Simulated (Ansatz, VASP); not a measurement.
# One calculation of CsSnI3, two programs

The input INCAR:

```
SYSTEM = CsSnI3
  PREC = Accurate
  ENCUT = 520
  EDIFF = 1E-7
  ISMEAR = -1
  SIGMA = 0.02
  LREAL = .FALSE.
  LASPH = .TRUE.
  NELM = 100
  ALGO = Normal
  ISIF = 2
  LWAVE = .FALSE.
  LCHARG = .FALSE.
  GGA = PE
  NBANDS = 30
```

Contents of KPOINTS:

```
Automatic mesh
0
G
  4 4 4
  0 0 0
```

Contents of POSCAR:

```
CsSnI3
1.0
    6.2414907048      0.0000000000      0.0000000000
    0.0000000000      6.2414907048      0.0000000000
    0.0000000000      0.0000000000      6.1790757978
Cs Sn I
1 1 3
Direct
    0.0000000000      0.0000000000      0.0000000000
    0.5000000000      0.5000000000      0.5000000000
    0.5000000000      0.5000000000      0.0000000000
    0.5000000000      0.0000000000      0.5000000000
    0.0000000000      0.5000000000      0.5000000000
```

Input for Ansatz:

```yaml
crystal:
  lattice:
    - [6.2414907048, 0.0, 0.0]
    - [0.0, 6.2414907048, 0.0]
    - [0.0, 0.0, 6.1790757978]
  atoms:
    - { symbol: Cs, position: [0.0, 0.0, 0.0] }
    - { symbol: Sn, position: [0.5, 0.5, 0.5] }
    - { symbol: I, position: [0.5, 0.5, 0.0] }
    - { symbol: I, position: [0.5, 0.0, 0.5] }
    - { symbol: I, position: [0.0, 0.5, 0.5] }
kpoints:
  mp_grid: { grid: [4, 4, 4] }
  band_path:
    path: [[0.0, 0.0, 0.0], [0.0, 0.5, 0.0], [0.5, 0.5, 0.0], [0.5, 0.5, 0.5]]
    npoints: 1
hamiltonian:
  xc: pbe
scf:
  occupations: { method: fermi_dirac, width: 0.02 }
  n_extra_bands: 5
output:
  forces: true
  stress: true
  eigenvalues: true
```

Change from the starting cell: uniaxial_z strain -1.0%.

Alike in both runs: task single point; functional PBE; k mesh 4 × 4 × 4; occupations fermi-dirac, width 0.02 eV; no spin polarisation.

|  | VASP | Ansatz |
| --- | --- | --- |
| version | VASP 6.6.1 | Ansatz 0.2.0 |
| potentials or method | VASP PAW PBE potentials, release 64 (Cs_sv, Sn_d, I) | plane waves, PAW |
| plane-wave cutoff (eV) | 520 | 420 |
| valence electrons in the cell | 44 | 74 |

|  | VASP | Ansatz | Ansatz less VASP |
| --- | --- | --- | --- |
| pressure (GPa) | 0.7 | 0.7 | 0.00 |
| traceless stress, the component that is largest in VASP (GPa) | 0.25 | 0.25 | 0.000 |

VASP's potentials hold 44 valence electrons a cell and Ansatz's 74, so a difference there can come from the potentials and not from the codes.

Spin-orbit coupling is off throughout.
